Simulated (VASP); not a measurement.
# AlNi (P4mm) in VASP: further runs

AlNi is run at these levels: PBE; tasks: single point.

All numbers are computed with VASP 6.6.1; they aren't measurements. Logs are shortened: lines on timing, memory, paths and dates and some standing lists are left out, and cuts for length are marked.

### Step 1. The cell of the first run

It takes space group P4mm (No. 99, tetragonal). Conventional cell: a = 2.889 Å, b = 2.889 Å, c = 2.901 Å, α = 90.00°, β = 90.00°, γ = 90.00°. Al (site symmetry 4mm) has 8 Ni at 2.34 to 2.69 Å and 6 Al at 2.89 to 2.90 Å within 3.1 Å. Within 3.1 Å of Ni (site symmetry 4mm) lie 8 Al at 2.34 to 2.69 Å and 6 Ni at 2.89 to 2.90 Å.

### Step 2. Single point, PBE (all Al atoms moved -0.300 Å, as atom 1 along Cartesian [0 0 1])

Contents of INCAR:

```
PREC = Accurate
ENCUT = 520
EDIFF = 1E-6
ISMEAR = 0
SIGMA = 0.15
LREAL = F
LASPH = T
NELM = 60
ALGO = Fast
ISIF = 2
LWAVE = F
LCHARG = F
GGA = PE
NBANDS = 14
```

Contents of KPOINTS:

```
Automatic mesh
0
Gamma
  20 20 20
```

Contents of POSCAR:

```
AlNi
1.0
    2.0428098070     -2.0428098070      0.0000000000
    2.0428098070      2.0428098070      0.0000000000
    0.0000000000      0.0000000000      2.9011416498
Al Ni
1 1
Direct
    0.0000000000      0.0000000000     -0.1034075672
    0.5000000000      0.5000000000      0.5000000000
```

Potentials or basis: VASP PAW PBE potentials, release 64 (Al, Ni).

Run with:

```bash
cat potpaw_PBE.64/Al/POTCAR potpaw_PBE.64/Ni/POTCAR > POTCAR
mpirun -np 1 vasp_std > vasp.out
```

OUTCAR:

```text
PREC = Accurate
   ENCUT = 520
   EDIFF = 1E-6
   ISMEAR = 0
   LREAL = F
   LASPH = T
   NELM = 60
   ISIF = 2
   GGA = PE

 ion  position               nearest neighbor table
   1  0.000  0.000  0.897-   2 2.34   2 2.34   2 2.34   2 2.34   2 2.69   2 2.69   2 2.69   2 2.69

   2  0.500  0.500  0.500-   1 2.34   1 2.34   1 2.34   1 2.34   1 2.69   1 2.69   1 2.69   1 2.69

  LATTYP: Found a simple tetragonal cell.
 ALAT       =     2.8889693344
 C/A-ratio  =     1.0042133765

  Lattice vectors:

 A1 = (   2.0428098070,  -2.0428098070,   0.0000000000)
 A2 = (   2.0428098070,   2.0428098070,   0.0000000000)
 A3 = (   0.0000000000,   0.0000000000,   2.9011416498)

Analysis of symmetry for initial positions (statically):
=====================================================================
 Subroutine PRICEL returns:
 Original cell was already a primitive cell.

 Routine SETGRP: Setting up the symmetry group for a
 simple tetragonal supercell.

 Subroutine GETGRP returns: Found  8 space group operations
 (whereof  8 operations were pure point group operations)
 out of a pool of 16 trial point group operations.

The static configuration has the point symmetry C_4v.

Analysis of symmetry for dynamics (positions and initial velocities):
=====================================================================
 Subroutine PRICEL returns:
 Original cell was already a primitive cell.

 Routine SETGRP: Setting up the symmetry group for a
 simple tetragonal supercell.

 Subroutine GETGRP returns: Found  8 space group operations
 (whereof  8 operations were pure point group operations)
 out of a pool of 16 trial point group operations.

The dynamic configuration has the point symmetry C_4v.

 Subroutine INISYM returns: Found  8 space group operations
 (whereof  8 operations are pure point group operations),
 and found     1 'primitive' translations

----------------------------------------------------------------------------------------

                                     Primitive cell

  volume of cell :      24.2133

  direct lattice vectors                    reciprocal lattice vectors
     2.042809807 -2.042809807  0.000000000     0.244760916 -0.244760916  0.000000000
     2.042809807  2.042809807  0.000000000     0.244760916  0.244760916  0.000000000
     0.000000000  0.000000000  2.901141650     0.000000000  0.000000000  0.344691891

  length of vectors
     2.888969334  2.888969334  2.901141650     0.346144207  0.346144207  0.344691891

  position of ions in fractional coordinates (direct lattice)
[... 85 lines left out ...]
   ISIF   =      2    stress and relaxation
   ISYM   =      2    0-nonsym 1-usesym 2-fastsym
   POTIM  = 0.5000    time-step for ionic-motion
   TEBEG  =    0.0;   TEEND  =   0.0 temperature during run
   PSTRESS=    0.0 pullay stress
   NELECT =      13.0000    total number of electrons
   NUPDOWN=      -1.0000    fix difference up-down
   EMIN   =  10.00;   EMAX   =-10.00  energy-range for DOS
   EFERMI =   0.00;   METHOD = LEGACY
   ISMEAR =     0;   SIGMA  =   0.15  broadening in eV -4-tet -1-fermi 0-gaus
   EFERMI_NEDOS =   21; number of points for ismear=-14 and -15
   IALGO  =     68    algorithm
   IMIX   =      4    mixing-type and parameters
     AMIX     =   0.40;   BMIX     =  1.00
     AMIX_MAG =   1.60;   BMIX_MAG =  1.00
  volume/ion in A,a.u.               =      12.11        81.70
  Fermi-wavevector in a.u.,A,eV,Ry     =   1.330570  2.514412 24.087974  1.770416
  Thomas-Fermi vector in A             =   2.459647
   LORBIT       =      0    0 simple, 1 ext, 2 COOP (PROOUT), +10 PAW based schemes
   GGA     = PE    functional components
   LHFCALC =     F    Hartree Fock is set to
   AEXX    =    0.0000 exact exchange contribution
   IVDW    =     0    specifies the selected vdW correction
   LEPSILON=     F    determine dielectric tensor
   LRPA    =     F    only Hartree local field effects (RPA)
 non-spin polarized calculation
 RMM-DIIS sequential band-by-band and
 Gauss-broadening in eV      SIGMA  =   0.15
  energy-cutoff  :      520.00
  volume of cell :       24.21
 maximum number of plane-waves:       672
 NGX is ok and might be reduce to    24
   NGX = 11   NGY = 11   NGZ = 11

 number of electron      13.0000013 magnetization

 Free energy of the ion-electron system (eV)
  ---------------------------------------------------
  ext. energy  EPLUGINS =         0.00000000
  ---------------------------------------------------
  free energy    TOTEN  =       -10.28645906 eV

  energy without entropy =      -10.27676286  energy(sigma->0) =      -10.28161096

 E-fermi :   9.8299     XC(G=0): -11.9652

 val. band max:        9.8237324958   @ k =   0.5000   0.3000   0.4500
 cond. band min:       9.8365643136   @ k =   0.4000   0.2000   0.4000
 fundamental gap:      0.0128318179
 Fermi energy:         9.8299222795

 k-point     1 :       0.0000    0.0000    0.0000
  band No.  band energies     occupation
      1      -1.1789      2.00000
      2       6.5510      2.00000
      3       6.6375      2.00000
      4       8.2115      2.00000
      5       8.2857      2.00000
      6       8.2857      2.00000
      7      15.3010      0.00000
      8      15.3751      0.00000
      9      15.3751      0.00000
     10      18.0183      0.00000
     11      18.0572      0.00000
     12      22.8838      0.00000
     13      30.0100      0.00000
     14      30.0155      0.00000
[... 377 lines left out ...]
      1      -0.2723      2.00000
      2       6.4756      2.00000
      3       6.7771      2.00000
      4       7.8353      2.00000
      5       8.0395      2.00000
      6       8.2477      2.00000
      7      11.7169      0.00000
      8      14.5477      0.00000
      9      16.7034      0.00000
     10      18.7698      0.00000
     11      21.7333      0.00000
     12      24.7517      0.00000
     13      25.6673      0.00000
     14      26.9499      0.00000

 [... further k-points ...]
[... 5 lines left out ...]
  --------------------------------------------------------------------------------------
  -------------------------------------------------------------------------------------
  Total        1.0861175      1.0861175      0.3573864      0.0000000      0.0000000      0.0000000
  in kB       71.8675127     71.8675127     23.6479664      0.0000000      0.0000000      0.0000000
  external PRESSURE =      55.7943306 kB  Pullay stress =       0.0000000 kB

 VOLUME and BASIS-vectors are now :
 -----------------------------------------------------------------------------
  energy-cutoff  :      520.00
  volume of cell :       24.21
      direct lattice vectors                 reciprocal lattice vectors
     2.042809807 -2.042809807  0.000000000     0.244760916 -0.244760916  0.000000000
     2.042809807  2.042809807  0.000000000     0.244760916  0.244760916  0.000000000
     0.000000000  0.000000000  2.901141650     0.000000000  0.000000000  0.344691891

 POSITION                                       TOTAL-FORCE (eV/Angst)
 -----------------------------------------------------------------------------------
      0.00000      0.00000      2.60114         0.000000     -0.000000      1.709083
      2.04281      0.00000      1.45057        -0.000000      0.000000     -1.709083
 -----------------------------------------------------------------------------------
    total drift:                                0.000000     -0.000000     -0.001299

  FREE ENERGIE OF THE ION-ELECTRON SYSTEM (eV)
  ---------------------------------------------------
  free  energy   TOTEN  =       -10.2864590559 eV

  energy  without entropy=      -10.2767628634  energy(sigma->0) =      -10.28161096
```

OSZICAR:

```text
N       E                     dE             d eps       ncg     rms          rms(c)
DAV:   1     0.409575007599E+02    0.40958E+02   -0.54098E+03 20542   0.970E+02
DAV:   2    -0.988363782460E+01   -0.50841E+02   -0.45919E+02 21660   0.179E+02
DAV:   3    -0.116481778963E+02   -0.17645E+01   -0.17452E+01 26346   0.371E+01
DAV:   4    -0.116718069423E+02   -0.23629E-01   -0.23623E-01 23696   0.394E+00
DAV:   5    -0.116725086504E+02   -0.70171E-03   -0.70170E-03 26694   0.737E-01    0.116E+01
RMM:   6    -0.133775306699E+02   -0.17050E+01   -0.13211E+01 24648   0.451E+01    0.158E+01
RMM:   7    -0.103039868368E+02    0.30735E+01   -0.37610E+00 22818   0.238E+01    0.126E+00
RMM:   8    -0.102950519051E+02    0.89349E-02   -0.76597E-02 22184   0.256E+00    0.675E-01
RMM:   9    -0.102883918795E+02    0.66600E-02   -0.21059E-02 23793   0.866E-01    0.411E-01
RMM:  10    -0.102866647723E+02    0.17271E-02   -0.63667E-03 25483   0.960E-01    0.176E-01
RMM:  11    -0.102865050397E+02    0.15973E-03   -0.93719E-04 27241   0.373E-01    0.859E-02
RMM:  12    -0.102864628083E+02    0.42231E-04   -0.34044E-04 27406   0.193E-01    0.474E-02
RMM:  13    -0.102864624959E+02    0.31240E-06   -0.99880E-05 30531   0.768E-02    0.171E-02
RMM:  14    -0.102864592597E+02    0.32361E-05   -0.10611E-05 26100   0.256E-02    0.843E-03
RMM:  15    -0.102864590559E+02    0.20383E-06   -0.24682E-06 18478   0.133E-02
   1 F= -.10286459E+02 E0= -.10281611E+02  d E =-.969619E-02
```

Run time: 4.6 min. Hardware: 1 thread of Intel Xeon 8259CL, shared host; peak memory 0.36 GiB.

What came out:

```yaml
Free_energy: -10.2865 eV
Pressure: 5.6 GPa
Largest_force: 1.709 eV/Å
Band_gap_on_the_k_mesh: zero (an odd number of electrons rules out a gap without spin polarisation)
```

Forces in eV/Å, atoms in the order of the input:
```
Al   0.000  0.000  1.709
Ni   0.000  0.000 -1.709
```

Levels at points of the mesh, in eV from the Fermi level:
```
           k point  band 5  band 6  band 7  band 8  band 9  band 10
(0.00, 0.00, 0.00)   -1.54   -1.54    5.47    5.55    5.55     8.19
(0.50, 0.00, 0.00)   -2.21   -1.47   -0.69    8.40   10.08    10.23
(0.50, 0.50, 0.00)   -1.85   -1.85   -1.05    1.41    2.38    12.44
(0.00, 0.00, 0.50)   -2.20   -1.54   -0.63    8.50    9.65     9.65
(0.50, 0.00, 0.50)   -2.17   -2.04   -1.03    1.47    2.34    12.33
(0.50, 0.50, 0.50)   -0.99    1.79    1.79    2.17    3.10     4.63
```

Caveat: the cell differs from its parent crystal (all Al atoms moved -0.300 Å, as atom 1 along Cartesian [0 0 1]); the cell stands under pressure; forces of over 1 eV/Å act on the atoms, so gaps and moduli don't describe the material at rest. Spin polarisation is off, so any magnetic state and its effect on volume and gap are missing.

### Step 3. Single point, PBE (all Al atoms moved +0.225 Å, as atom 1 along Cartesian [0 0 1])

Contents of INCAR:

```
SYSTEM = AlNi
PREC = Accurate
ENCUT = 520
EDIFF = 1E-6
ISMEAR = 0
SIGMA = 0.15
LREAL = .False.
LASPH = .True.
NELM = 60
ALGO = Fast
ISIF = 2
LWAVE = .False.
LCHARG = .False.
GGA = PE
NBANDS = 14
```

Contents of KPOINTS:

```
regular mesh
0
Gamma
  20 20 20
  0 0 0
```

POSCAR: that of step 2 with these lines changed.

```diff
@@ -8,3 +8,3 @@
 Direct
-    0.0000000000      0.0000000000     -0.1034075672
+    0.0000000000      0.0000000000      0.0775556754
     0.5000000000      0.5000000000      0.5000000000
```

Potentials or basis: VASP PAW PBE potentials, release 64 (Al, Ni).

Run with:

```bash
cat potpaw_PBE.64/Al/POTCAR potpaw_PBE.64/Ni/POTCAR > POTCAR
mpirun -np 1 vasp_std > vasp.out
```

Wall time 4.3 min (1 thread of Intel Xeon 8259CL, shared host); peak memory 0.36 GiB.

The run converged. Its results:

* Free energy: -10.3987 eV
* Pressure: 3.1 GPa
* Largest force: 1.284 eV/Å
* Band gap on the k mesh: zero (an odd number of electrons rules out a gap without spin polarisation)

Forces on the atoms (eV/Å):
```
Al   0.000  0.000 -1.284
Ni   0.000  0.000  1.284
```

Stress tensor (GPa, compression positive):
```
3.98 0.00 0.00
0.00 3.98 0.00
0.00 0.00 1.20
```

Levels at points of the mesh, in eV from the Fermi level:
| k point | band 4 | band 5 | band 6 | band 7 | band 8 | band 9 | band 10 | band 11 |
| --- | --- | --- | --- | --- | --- | --- | --- | --- |
| (0.00, 0.00, 0.00) | -1.57 | -1.53 | -1.53 | 5.42 | 5.53 | 5.53 | 8.14 | 8.17 |
| (0.50, 0.00, 0.00) | -2.27 | -2.22 | -1.45 | -0.66 | 8.34 | 10.05 | 10.12 | 10.41 |
| (0.50, 0.50, 0.00) | -2.93 | -1.92 | -1.92 | -1.02 | 1.44 | 2.40 | 12.28 | 14.04 |
| (0.00, 0.00, 0.50) | -2.20 | -2.20 | -1.49 | -0.64 | 8.40 | 9.78 | 9.78 | 11.02 |
| (0.50, 0.00, 0.50) | -2.61 | -2.11 | -2.04 | -1.02 | 1.46 | 2.36 | 12.26 | 14.82 |
| (0.50, 0.50, 0.50) | -1.00 | -0.98 | 1.89 | 1.89 | 2.10 | 3.25 | 4.53 | 4.53 |

Caveat: the cell differs from its parent crystal (all Al atoms moved +0.225 Å, as atom 1 along Cartesian [0 0 1]); the cell stands under pressure; forces of over 1 eV/Å act on the atoms, so gaps and moduli don't describe the material at rest.

### Step 4. Single point, PBE (all Al atoms moved -0.150 Å, as atom 1 along Cartesian [0 0 1])

Contents of INCAR:

```
PREC     = Accurate       # precision mode
ENCUT    = 520            # plane-wave cutoff, eV
EDIFF    = 1E-6           # SCF threshold, eV
ISMEAR   = 0              # smearing method
SIGMA    = 0.15           # smearing width, eV
LREAL    = False          # projectors in reciprocal space
LASPH    = True           # aspherical terms in the spheres
NELM     = 80             # most SCF steps
ALGO     = Fast           # electronic algorithm
ISIF     = 2              # what is computed and relaxed
LWAVE    = False          # write WAVECAR
LCHARG   = False          # write CHGCAR
GGA      = PE             # functional
NBANDS   = 14             # bands
```

Contents of KPOINTS:

```
regular mesh
0
Gamma
  20 20 20
```

POSCAR: that of step 3 with these lines changed.

```diff
@@ -8,3 +8,3 @@
 Direct
-    0.0000000000      0.0000000000      0.0775556754
+    0.0000000000      0.0000000000     -0.0517037836
     0.5000000000      0.5000000000      0.5000000000
```

Run with:

```bash
cat potpaw_PBE.64/Al/POTCAR potpaw_PBE.64/Ni/POTCAR > POTCAR
mpirun -np 1 vasp_std > vasp.out
```

Wall time 4.5 min (1 thread of Intel Xeon 8259CL, shared host); peak memory 0.36 GiB.

It converged, with:

| Item | Value |
| --- | --- |
| Free energy | -10.4788 eV |
| Pressure | 1.4 GPa |
| Largest force | 0.855 eV/Å |
| Band gap on the k mesh | zero (an odd number of electrons rules out a gap without spin polarisation) |

Forces in eV/Å, atoms in the order of the input:
```
Al   0.000  0.000  0.855
Ni   0.000  0.000 -0.855
```

Stress tensor (GPa, compression positive):
```
1.82 0.00 0.00
0.00 1.82 0.00
0.00 0.00 0.44
```

Levels at points of the mesh, in eV from the Fermi level:
| k point | band 4 | band 5 | band 6 | band 7 | band 8 | band 9 | band 10 | band 11 |
| --- | --- | --- | --- | --- | --- | --- | --- | --- |
| (0.00, 0.00, 0.00) | -1.53 | -1.52 | -1.52 | 5.38 | 5.51 | 5.51 | 8.10 | 8.14 |
| (0.50, 0.00, 0.00) | -2.23 | -2.22 | -1.44 | -0.64 | 8.30 | 9.99 | 10.03 | 10.56 |
| (0.50, 0.50, 0.00) | -2.88 | -1.98 | -1.98 | -1.00 | 1.47 | 2.42 | 12.17 | 14.36 |
| (0.00, 0.00, 0.50) | -2.20 | -2.20 | -1.45 | -0.65 | 8.33 | 9.89 | 9.89 | 10.90 |
| (0.50, 0.00, 0.50) | -2.73 | -2.06 | -2.03 | -1.00 | 1.46 | 2.38 | 12.21 | 14.94 |
| (0.50, 0.50, 0.50) | -0.98 | -0.98 | 1.96 | 1.96 | 2.05 | 3.41 | 4.44 | 4.44 |

Caveat: the cell differs from its parent crystal (all Al atoms moved -0.150 Å, as atom 1 along Cartesian [0 0 1]). Spin polarisation is off, so any magnetic state and its effect on volume and gap are missing.

### Step 5. Single point, PBE (all Al atoms moved +0.263 Å, as atom 1 along Cartesian [0 0 1])

Contents of INCAR:

```
SYSTEM = AlNi
PREC = Accurate ; ENCUT = 520
EDIFF = 1E-6 ; ISMEAR = 0
SIGMA = 0.15 ; LREAL = .False.
LASPH = .True. ; NELM = 80
ALGO = Fast ; ISIF = 2
LWAVE = .False. ; LCHARG = .False.
GGA = PE ; NBANDS = 14
```

Contents of KPOINTS:

```
Automatic mesh
0
Gamma
  20 20 20
  0 0 0
```

POSCAR: that of step 4 with these lines changed.

```diff
@@ -8,3 +8,3 @@
 Direct
-    0.0000000000      0.0000000000     -0.0517037836
+    0.0000000000      0.0000000000      0.0904816213
     0.5000000000      0.5000000000      0.5000000000
```

Run with:

```bash
cat potpaw_PBE.64/Al/POTCAR potpaw_PBE.64/Ni/POTCAR > POTCAR
mpirun -np 1 vasp_std > vasp.out
```

Wall time 4.4 min (1 thread of Intel Xeon 8259CL, shared host); peak memory 0.36 GiB.

The run converged. Its results:

```
Free energy            : -10.3465 eV
Pressure               : 4.2 GPa
Largest force          : 1.497 eV/Å
Band gap on the k mesh : zero (an odd number of electrons rules out a gap without spin polarisation)
```

Forces in eV/Å, atoms in the order of the input:
```
Al   0.000  0.000 -1.497
Ni   0.000  0.000  1.497
```

Stress tensor (GPa, compression positive):
```
5.46 0.00 0.00
0.00 5.46 0.00
0.00 0.00 1.75
```

Levels at points of the mesh, in eV from the Fermi level:
```
           k point  band 4  band 5  band 6  band 7  band 8  band 9  band 10  band 11
(0.00, 0.00, 0.00)   -1.59   -1.54   -1.54    5.45    5.54    5.54     8.16     8.20
(0.50, 0.00, 0.00)   -2.30   -2.21   -1.46   -0.68    8.37   10.07    10.21    10.32
(0.50, 0.50, 0.00)   -2.96   -1.88   -1.88   -1.04    1.43    2.39    12.36    13.90
(0.00, 0.00, 0.50)   -2.20   -2.20   -1.51   -0.63    8.44    9.72     9.72    11.09
(0.50, 0.00, 0.50)   -2.54   -2.13   -2.04   -1.02    1.46    2.35    12.29    14.76
(0.50, 0.50, 0.50)   -1.01   -0.99    1.84    1.84    2.13    3.18     4.58     4.58
```

Caveat: the cell differs from its parent crystal (all Al atoms moved +0.263 Å, as atom 1 along Cartesian [0 0 1]); the cell stands under pressure; forces of over 1 eV/Å act on the atoms, so gaps and moduli don't describe the material at rest. Spin polarisation is off, so any magnetic state and its effect on volume and gap are missing.

[end of part 1 of 2]
